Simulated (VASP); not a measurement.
# Cl (P6_3/mmc) in VASP: further runs

The runs below take Cl through single point, with LDA.

Program: VASP 6.6.1. These are calculated values, not measurements. Logs are shortened: lines on timing, memory, paths and dates and some standing lists are left out, and cuts for length are marked.

## Step 1: The cell of the first run

Symmetry: P6_3/mmc, No. 194, hexagonal system. Conventional cell: a = 2.503 Å, b = 2.503 Å, c = 3.735 Å, α = 90.00°, β = 90.00°, γ = 120.00°. Within 3.1 Å of Cl (site symmetry -6m2) lie 12 Cl at 2.36 to 2.50 Å.

## Step 2: Single point, LDA (volume scaled by 0.52)

Input file INCAR:

```
ALGO = Normal
EDIFF = 1E-6
ENCUT = 520
ISIF = 2
ISMEAR = -1
LASPH = True
LCHARG = False
LREAL = False
LWAVE = False
NBANDS = 14
NELM = 80
PREC = Accurate
SIGMA = 0.1
```

Input file KPOINTS:

```
k-points
0
Gamma
  15 15 8
```

Input file POSCAR:

```
Cl
1.0
    2.5028999274      0.0000000000      0.0000000000
   -1.2514499637      2.1675749203      0.0000000000
    0.0000000000      0.0000000000      3.7353848629
Cl
2
Direct
    0.3333333333      0.6666666667      0.2500000000
    0.6666666667      0.3333333333      0.7500000000
```

Potentials or basis: VASP PAW LDA potentials, release 64 (Cl).

Command:

```sh
$ cat potpaw_LDA.64/Cl/POTCAR > POTCAR
$ mpirun -np 1 vasp_std > vasp.out
```

OUTCAR:

```text
EDIFF = 1E-6
   ENCUT = 520
   ISIF = 2
   ISMEAR = -1
   LASPH = True
   LREAL = False
   NELM = 80
   PREC = Accurate

 ion  position               nearest neighbor table
   1  0.333  0.667  0.250-   2 2.36   2 2.36   2 2.36   2 2.36   2 2.36   2 2.36
   2  0.667  0.333  0.750-   1 2.36   1 2.36   1 2.36   1 2.36   1 2.36   1 2.36

  LATTYP: Found a hexagonal cell.
 ALAT       =     2.5028999274
 C/A-ratio  =     1.4924227781

  Lattice vectors:

 A1 = (   2.5028999274,   0.0000000000,   0.0000000000)
 A2 = (  -1.2514499637,   2.1675749203,   0.0000000000)
 A3 = (   0.0000000000,   0.0000000000,   3.7353848629)

Analysis of symmetry for initial positions (statically):
=====================================================================
 Subroutine PRICEL returns:
 Original cell was already a primitive cell.

 Routine SETGRP: Setting up the symmetry group for a
 hexagonal supercell.

 Subroutine GETGRP returns: Found 24 space group operations
 (whereof 12 operations were pure point group operations)
 out of a pool of 24 trial point group operations.

The static configuration has the point symmetry D_3d.
 The point group associated with its full space group is D_6h.

Analysis of symmetry for dynamics (positions and initial velocities):
=====================================================================
 Subroutine PRICEL returns:
 Original cell was already a primitive cell.

 Routine SETGRP: Setting up the symmetry group for a
 hexagonal supercell.

 Subroutine GETGRP returns: Found 24 space group operations
 (whereof 12 operations were pure point group operations)
 out of a pool of 24 trial point group operations.

The dynamic configuration has the point symmetry D_3d.
 The point group associated with its full space group is D_6h.

 Subroutine INISYM returns: Found 24 space group operations
 (whereof 12 operations are pure point group operations),
 and found     1 'primitive' translations

----------------------------------------------------------------------------------------

                                     Primitive cell

  volume of cell :      20.2653

  direct lattice vectors                    reciprocal lattice vectors
     2.502899927  0.000000000  0.000000000     0.399536549  0.230672534  0.000000000
    -1.251449964  2.167574920  0.000000000     0.000000000  0.461345068  0.000000000
     0.000000000  0.000000000  3.735384863     0.000000000  0.000000000  0.267710032

  length of vectors
     2.502899927  2.502899927  3.735384863     0.461345068  0.461345068  0.267710032

  position of ions in fractional coordinates (direct lattice)
     0.333333333  0.666666667  0.250000000
     0.666666667  0.333333333  0.750000000

  ion indices of the primitive-cell ions
   primitive index   ion index
                 1           1
                 2           2

----------------------------------------------------------------------------------------

 KPOINTS: k-points

Automatic generation of k-mesh.
 Grid dimensions read from file:
 generate k-points for:   15   15    8

 Generating k-lattice:

  Cartesian coordinates                     Fractional coordinates (reciprocal lattice)
     0.026635770  0.015378169  0.000000000     0.066666667  0.000000000  0.000000000
     0.000000000  0.030756338  0.000000000     0.000000000  0.066666667  0.000000000
     0.000000000  0.000000000  0.033463754     0.000000000  0.000000000  0.125000000

  Length of vectors
     0.030756338  0.030756338  0.033463754

  Shift w.r.t. Gamma in fractional coordinates (k-lattice)
     0.000000000  0.000000000  0.000000000

 Subroutine IBZKPT returns following result:
 ===========================================

 Found    135 irreducible k-points:

 Following reciprocal coordinates:
            Coordinates               Weight
  0.000000  0.000000  0.000000      1.000000
  0.066667 -0.000000  0.000000      6.000000
  0.133333 -0.000000  0.000000      6.000000
  0.200000 -0.000000  0.000000      6.000000
  0.266667 -0.000000  0.000000      6.000000
  0.333333 -0.000000  0.000000      6.000000
[... 16 lines left out ...]
  0.333333  0.200000  0.000000     12.000000
  0.400000  0.200000  0.000000      6.000000
 [... further k-points ...]
   k-points           NKPTS =    135   k-points in BZ     NKDIM =    135   number of bands    NBANDS=     14
   number of dos      NEDOS =    301   number of ions     NIONS =      2
   total plane-waves  NPLWV =  11200
   dimension x,y,z NGX =    20 NGY =   20 NGZ =   28
   dimension x,y,z NGXF=    40 NGYF=   40 NGZF=   56
   ions per type =               2
   NGX,Y,Z   is equivalent  to a cutoff of  13.28, 13.28, 12.46 a.u.
   NGXF,Y,Z  is equivalent  to a cutoff of  26.57, 26.57, 24.92 a.u.
 SYSTEM =  unknown system
   PREC   = accura    normal or accurate (medium, high low for compatibility)
   ISTART =      0    job   : 0-new  1-cont  2-samecut
   ICHARG =      2    charge: 1-file 2-atom 10-const
   ISPIN  =      1    spin polarized calculation?
   LNONCOLLINEAR =      F non collinear calculations
   LSORBIT =      F    spin-orbit coupling
   LASPH  =      T    aspherical Exc in radial PAW
   ENCUT  =  520.0 eV  38.22 Ry    6.18 a.u.   4.65  4.65  6.95*2*pi/ulx,y,z
   NELM   =     80;   NELMIN=  2; NELMDL= -5     # of ELM steps
   EDIFF  = 0.1E-05   stopping-criterion for ELM
   LREAL  =      F    real-space projection
   EDIFFG = 0.1E-04   stopping-criterion for IOM
   NSW    =      0    number of steps for IOM
   IBRION =     -1    ionic relax: 0-MD 1-quasi-New 2-CG
   NFREE  =      0    steps in history (QN), initial steepest desc. (CG)
   ISIF   =      2    stress and relaxation
   ISYM   =      2    0-nonsym 1-usesym 2-fastsym
   POTIM  = 0.5000    time-step for ionic-motion
   TEBEG  =    0.0;   TEEND  =   0.0 temperature during run
   PSTRESS=    0.0 pullay stress
   NELECT =      14.0000    total number of electrons
   NUPDOWN=      -1.0000    fix difference up-down
   EMIN   =  10.00;   EMAX   =-10.00  energy-range for DOS
   EFERMI =   0.00;   METHOD = LEGACY
   ISMEAR =    -1;   SIGMA  =   0.10  broadening in eV -4-tet -1-fermi 0-gaus
   EFERMI_NEDOS =   21; number of points for ismear=-14 and -15
   IALGO  =     38    algorithm
   IMIX   =      4    mixing-type and parameters
     AMIX     =   0.40;   BMIX     =  1.00
     AMIX_MAG =   1.60;   BMIX_MAG =  1.00
  volume/ion in A,a.u.               =      10.13        68.38
  Fermi-wavevector in a.u.,A,eV,Ry     =   1.447215  2.734841 28.496485  2.094433
  Thomas-Fermi vector in A             =   2.565196
   LORBIT       =      0    0 simple, 1 ext, 2 COOP (PROOUT), +10 PAW based schemes
   GGA     = CA    functional components
   LHFCALC =     F    Hartree Fock is set to
   AEXX    =    0.0000 exact exchange contribution
   IVDW    =     0    specifies the selected vdW correction
   LEPSILON=     F    determine dielectric tensor
   LRPA    =     F    only Hartree local field effects (RPA)
 non-spin polarized calculation
  energy-cutoff  :      520.00
  volume of cell :       20.27
 maximum number of plane-waves:       565
 NGX is ok and might be reduce to    20

 number of electron      13.9999998 magnetization

 Free energy of the ion-electron system (eV)
  ---------------------------------------------------
  ext. energy  EPLUGINS =         0.00000000
  ---------------------------------------------------
  free energy    TOTEN  =         0.59610917 eV

  energy without entropy =        0.63215720  energy(sigma->0) =        0.61413319

 E-fermi :  14.1923     XC(G=0): -13.6620

 val. band max:       14.1735303305   @ k =   0.1333  -0.0000   0.5000
 cond. band min:      14.2489512949   @ k =   0.2000   0.2000   0.1250
 fundamental gap:      0.0754209643
 Fermi energy:        14.1922992513

 k-point     1 :       0.0000    0.0000    0.0000
  band No.  band energies     occupation
      1      -9.7615      2.00000
      2      -1.9550      2.00000
      3       1.6940      2.00000
      4      13.6160      1.99374
      5      13.6160      1.99374
      6      16.1103      0.00000
      7      16.1103      0.00000
      8      18.0892      0.00000
      9      22.4121      0.00000
     10      26.4829      0.00000
     11      26.4829      0.00000
     12      27.5256      0.00000
     13      29.3843      0.00000
     14      29.3848      0.00000

 k-point     2 :       0.0667   -0.0000    0.0000
  band No.  band energies     occupation
      1      -9.6391      2.00000
      2      -1.8570      2.00000
      3       1.8109      2.00000
      4      12.7439      2.00000
      5      13.3003      1.99973
      6      15.7670      0.00000
      7      16.1982      0.00000
      8      17.8755      0.00000
      9      22.9433      0.00000
     10      25.5330      0.00000
     11      26.7029      0.00000
     12      28.6117      0.00000
     13      29.1962      0.00000
     14      29.2467      0.00000

 k-point     3 :       0.1333   -0.0000    0.0000
  band No.  band energies     occupation
      1      -9.2732      2.00000
      2      -1.5722      2.00000
      3       2.1599      2.00000
      4      10.8075      2.00000
      5      12.5984      2.00000
      6      14.7598      0.00684
      7      16.2562      0.00000
      8      17.2267      0.00000
      9      22.8259      0.00000
     10      25.5864      0.00000
     11      27.4823      0.00000
     12      27.9611      0.00000
     13      28.3401      0.00000
     14      28.8027      0.00000

 k-point     4 :       0.2000   -0.0000    0.0000
  band No.  band energies     occupation
      1      -8.6688      2.00000
      2      -1.1354      2.00000
      3       2.7355      2.00000
      4       8.5784      2.00000
      5      11.8168      2.00000
      6      13.3324      1.99963
      7      16.1196      0.00000
      8      16.1493      0.00000
      9      21.3516      0.00000
     10      26.5646      0.00000
     11      27.0091      0.00000
     12      27.3484      0.00000
     13      28.5552      0.00000
     14      28.9132      0.00000

 k-point     5 :       0.2667   -0.0000    0.0000
  band No.  band energies     occupation
      1      -7.8367      2.00000
      2      -0.6435      2.00000
      3       3.5254      2.00000
      4       6.4618      2.00000
      5      11.1063      2.00000
      6      11.7080      2.00000
      7      14.7201      0.01015
      8      15.8470      0.00000
      9      19.9283      0.00000
     10      25.3940      0.00000
     11      26.4705      0.00000
[... 276 lines left out ...]
 k-point    22 :       0.2667    0.2000    0.0000
  band No.  band energies     occupation
      1      -5.4641      2.00000
      2      -0.3324      2.00000
      3       5.1329      2.00000
      4       5.7639      2.00000
      5       6.1589      2.00000
      6      10.4271      2.00000
      7      11.8690      2.00000
      8      12.4512      2.00000
      9      20.0738      0.00000
     10      23.6646      0.00000
     11      26.6713      0.00000
     12      29.4058      0.00000
     13      31.5640      0.00000
     14      34.1946      0.00000

 k-point    23 :       0.3333    0.2000    0.0000
  band No.  band energies     occupation
      1      -4.2819      2.00000
      2      -1.0562      2.00000
      3       4.5086      2.00000
      4       6.5358      2.00000
      5       6.8508      2.00000
      6       8.9026      2.00000
      7      10.5979      2.00000
      8      12.0797      2.00000
      9      19.3068      0.00000
     10      23.3318      0.00000
     11      28.5669      0.00000
     12      29.8561      0.00000
     13      31.8114      0.00000
     14      34.0847      0.00000

 k-point    24 :       0.4000    0.2000    0.0000
  band No.  band energies     occupation
      1      -3.5317      2.00000
      2      -1.7041      2.00000
      3       4.3234      2.00000
      4       7.3872      2.00000
      5       7.4912      2.00000
      6       7.6746      2.00000
      7       9.8898      2.00000
      8      11.9635      2.00000
      9      19.0530      0.00000
     10      23.2146      0.00000
     11      29.3617      0.00000
     12      30.0269      0.00000
     13      32.2339      0.00000
     14      33.5785      0.00000

 [... further k-points ...]

------------------------ aborting loop because EDIFF is reached ----------------------------------------

  FORCE on cell =-STRESS in cart. coord.  units (eV):
  Direction    XX          YY          ZZ          XY          YZ          ZX
  --------------------------------------------------------------------------------------
  -------------------------------------------------------------------------------------
  Total       15.6854943     15.6854943     15.7104408      0.0000000      0.0000000      0.0000000
  in kB     1240.0975048   1240.0975048   1242.0697811      0.0000000      0.0000000      0.0000000
  external PRESSURE =    1240.7549303 kB  Pullay stress =       0.0000000 kB

 VOLUME and BASIS-vectors are now :
 -----------------------------------------------------------------------------
  energy-cutoff  :      520.00
  volume of cell :       20.27
      direct lattice vectors                 reciprocal lattice vectors
     2.502899927  0.000000000  0.000000000     0.399536549  0.230672534  0.000000000
    -1.251449964  2.167574920  0.000000000     0.000000000  0.461345068  0.000000000
     0.000000000  0.000000000  3.735384863     0.000000000  0.000000000  0.267710032

 POSITION                                       TOTAL-FORCE (eV/Angst)
 -----------------------------------------------------------------------------------
     -0.00000      1.44505      0.93385        -0.000000      0.000000      0.000000
      1.25145      0.72252      2.80154         0.000000     -0.000000      0.000000
 -----------------------------------------------------------------------------------
    total drift:                                0.000000     -0.000000      0.000000

  FREE ENERGIE OF THE ION-ELECTRON SYSTEM (eV)
  ---------------------------------------------------
  free  energy   TOTEN  =         0.5961091722 eV

  energy  without entropy=        0.6321572014  energy(sigma->0) =        0.61413319
```

Run time: 11 s. Hardware: 1 thread of Intel Xeon 6975P-C (Granite Rapids), shared host; peak memory 0.13 GiB.

Results:

```
Free energy            : 0.5961 eV
Pressure               : 124.1 GPa
Band gap on the k mesh : zero (band 7 reaches 16.26 eV, above the bottom of band 8 at 9.88 eV)
```

Caveat: the cell differs from its parent crystal (volume scaled by 0.52).

## Step 3: Single point, LDA

This run uses another cell than the first one, of 11.69 Å³/atom, 1.154 times its volume.

Input file INCAR:

```
SYSTEM = Cl
PREC     = Accurate       ! precision mode
ENCUT    = 520            ! plane-wave cutoff, eV
EDIFF    = 1E-6           ! SCF threshold, eV
ISMEAR   = -1             ! smearing method
SIGMA    = 0.1            ! smearing width, eV
LREAL    = .FALSE.        ! projectors in reciprocal space
LASPH    = .TRUE.         ! aspherical terms in the spheres
NELM     = 100            ! most SCF steps
ALGO     = Normal         ! electronic algorithm
ISIF     = 2              ! what is computed and relaxed
LWAVE    = .FALSE.        ! write WAVECAR
LCHARG   = .FALSE.        ! write CHGCAR
NBANDS   = 14             ! bands
```

Input file KPOINTS:

```
regular mesh
0
G
  15 15 8
  0 0 0
```

Input file POSCAR:

```
Cl
1.0
    2.6667772174      0.0000000000      0.0000000000
   -1.3333886087      2.3094968165      0.0000000000
    0.0000000000      0.0000000000      3.7966167569
Cl
2
Direct
    0.3333333333      0.6666666667      0.2500000000
    0.6666666667      0.3333333333      0.7500000000
```

Potentials or basis: VASP PAW LDA potentials, release 64 (Cl).

Command:

```sh
$ cat potpaw_LDA.64/Cl/POTCAR > POTCAR
$ mpirun -np 1 vasp_std > vasp.out
```

It took 11 s on 1 thread of Intel Xeon 6975P-C (Granite Rapids), shared host; peak memory 0.13 GiB.

Results (log left out):

| Property | Result |
| --- | --- |
| Free energy | -1.2607 eV |
| Pressure | 71.3 GPa |
| Band gap on the k mesh | zero (band 7 reaches 12.51 eV, above the bottom of band 8 at 8.12 eV) |

Stress tensor (GPa, compression positive):
```
71.23  0.00  0.00
 0.00 71.23  0.00
 0.00  0.00 71.56
```

Levels at points of the mesh, in eV from the Fermi level:
```tsv
k point	band 4	band 5	band 6	band 7	band 8	band 9	band 10	band 11
(0.00, 0.00, 0.00)	-1.19	-1.19	1.19	1.19	3.26	7.36	12.24	12.24
(0.00, 0.00, 0.50)	-2.79	-0.01	-0.01	-0.01	-0.01	10.06	10.06	11.38
```

## Step 4: Single point, LDA

Input file INCAR:

```
SYSTEM = Cl
PREC = Accurate ; ENCUT = 520
EDIFF = 1E-6 ; ISMEAR = -1
SIGMA = 0.1 ; LREAL = .FALSE.
LASPH = .TRUE. ; NELM = 80
ALGO = Normal ; ISIF = 2
LWAVE = .FALSE. ; LCHARG = .FALSE.
GGA = CA ; NBANDS = 14
```

Input file KPOINTS:

```
Automatic mesh
0
G
  15 15 8
  0 0 0
```

POSCAR is that of step 3.

Command:

```sh
$ cat potpaw_LDA.64/Cl/POTCAR > POTCAR
$ mpirun -np 1 vasp_std > vasp.out
```

It took 11 s on 1 thread of Intel Xeon 6975P-C (Granite Rapids), shared host; peak memory 0.13 GiB.

It converged, with:

* Free energy: -1.2607 eV
* Pressure: 71.3 GPa
* Band gap on the k mesh: zero (band 7 reaches 12.51 eV, above the bottom of band 8 at 8.12 eV)

Stress tensor (GPa, compression positive):
```
71.23  0.00  0.00
 0.00 71.23  0.00
 0.00  0.00 71.56
```

Levels at points of the mesh, in eV from the Fermi level:
```
           k point  band 4  band 5  band 6  band 7  band 8  band 9  band 10  band 11
(0.00, 0.00, 0.00)   -1.19   -1.19    1.19    1.19    3.26    7.36    12.24    12.24
(0.00, 0.00, 0.50)   -2.79   -0.01   -0.01   -0.01   -0.01   10.06    10.06    11.38
```

## Step 5: Single point, LDA

This run uses another cell than the first one, of 13.25 Å³/atom, 1.308 times its volume.

Input file INCAR:

```
PREC = Accurate
ENCUT = 520
EDIFF = 1E-6
ISMEAR = -1
SIGMA = 0.1
LREAL = F
LASPH = T
NELM = 80
ALGO = Normal
ISIF = 2
LWAVE = F
LCHARG = F
GGA = CA
NBANDS = 14
```

Input file KPOINTS:

```
Automatic mesh
0
Gamma
  15 15 8
```

Input file POSCAR:

```
Cl
1.0
    2.8201281213      0.0000000000      0.0000000000
   -1.4100640607      2.4423025950      0.0000000000
    0.0000000000      0.0000000000      3.8476026625
Cl
2
Direct
    0.3333333333      0.6666666667      0.2500000000
    0.6666666667      0.3333333333      0.7500000000
```

Command:

```sh
$ cat potpaw_LDA.64/Cl/POTCAR > POTCAR
$ mpirun -np 1 vasp_std > vasp.out
```

Run time: 11 s. Hardware: 1 thread of Intel Xeon 6975P-C (Granite Rapids), shared host; peak memory 0.15 GiB.

The run converged. Its results:

```
Free energy            : -2.3263 eV
Pressure               : 40.7 GPa
Band gap on the k mesh : zero (band 7 reaches 10.06 eV, above the bottom of band 8 at 6.40 eV)
```

Levels at points of the mesh, in eV from the Fermi level:
| k point | band 4 | band 5 | band 6 | band 7 | band 8 | band 9 | band 10 | band 11 |
| --- | --- | --- | --- | --- | --- | --- | --- | --- |
| (0.00, 0.00, 0.00) | -1.56 | -1.56 | 0.70 | 0.70 | 2.68 | 6.90 | 11.93 | 12.18 |
| (0.00, 0.00, 0.50) | -2.45 | -0.45 | -0.45 | -0.45 | -0.45 | 9.92 | 9.92 | 11.29 |

[end of part 1 of 2]
